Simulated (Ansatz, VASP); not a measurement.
**Si4Ge: VASP beside Ansatz**

INCAR

```
  ALGO = Normal
  EDIFF = 1E-7
  EDIFFG = -0.08
  ENCUT = 500
  GGA = PE
  GGA_COMPAT = False
  IBRION = 2
  ISIF = 3
  ISMEAR = 0
  LASPH = True
  LCHARG = False
  LREAL = False
  LWAVE = False
  NELM = 120
  NELMIN = 4
  NSW = 36
  PREC = Accurate
  SIGMA = 0.2
```

KPOINTS

```
k-points
0
Gamma
  5 5 3
```

POSCAR

```
Si4Ge
1.0
    3.7845076500      0.0000000000      0.0000000000
   -1.8922538200      3.2774797600      0.0000000000
    0.0000000000      0.0000000000      6.8245314600
Si Ge
4 1
Direct
    0.8315375500      0.1684624500      0.7496045500
    0.8315375500      0.6630750900      0.7496045500
    0.3369249100      0.1684624500      0.7496045500
    0.0000000000      0.0000000000      0.1387376400
    0.0000000000      0.0000000000      0.4736845000
```

Input for Ansatz:

```yaml
crystal:
  lattice:
    - [3.78450765, 0.0, 0.0]
    - [-1.89225382, 3.27747976, 0.0]
    - [0.0, 0.0, 6.82453146]
  atoms:
    - { symbol: Si, position: [0.83153755, 0.16846245, 0.74960455] }
    - { symbol: Si, position: [0.83153755, 0.66307509, 0.74960455] }
    - { symbol: Si, position: [0.33692491, 0.16846245, 0.74960455] }
    - { symbol: Si, position: [0.0, 0.0, 0.13873764] }
    - { symbol: Ge, position: [0.0, 0.0, 0.4736845] }
basis:
  ecutwfc: 420
kpoints:
  mp_grid: { grid: [5, 5, 3] }
hamiltonian:
  xc: pbe
scf:
  occupations: { method: gaussian, width: 0.2 }
  lower_state_search: "off"
output:
  forces: true
  stress: true
  eigenvalues: true
relax:
  adjacent_minimum: "off"
  f_tol: 0.08
  max_steps: 16
  cell: { stress_tol: 0.8 }
```

Alike in both runs: task relaxation of cell and atoms; functional PBE; k mesh 5 × 5 × 3; occupations gaussian, width 0.2 eV; no spin polarisation.

```csv
,VASP,Ansatz
version,VASP 6.6.1,Ansatz 0.2.0
potentials or method,"VASP PAW PBE potentials, release 64 (Si, Ge_d), cutoff 500 eV","scalar-relativistic, plane waves, PAW"
valence electrons in the cell,30,30
```

```csv
,VASP,Ansatz,Ansatz less VASP
relaxed volume (Å³/atom),28.62,29.81,+1.189
relaxed cell length with the largest relative difference (Å),5.498,6.652,+1.1544
```

One of these differences is far larger than is usual between the two programs; its cause wasn't traced.

Noted on VASP's run: the volume moved by over 15 % at a fixed basis, so the end points are rough.
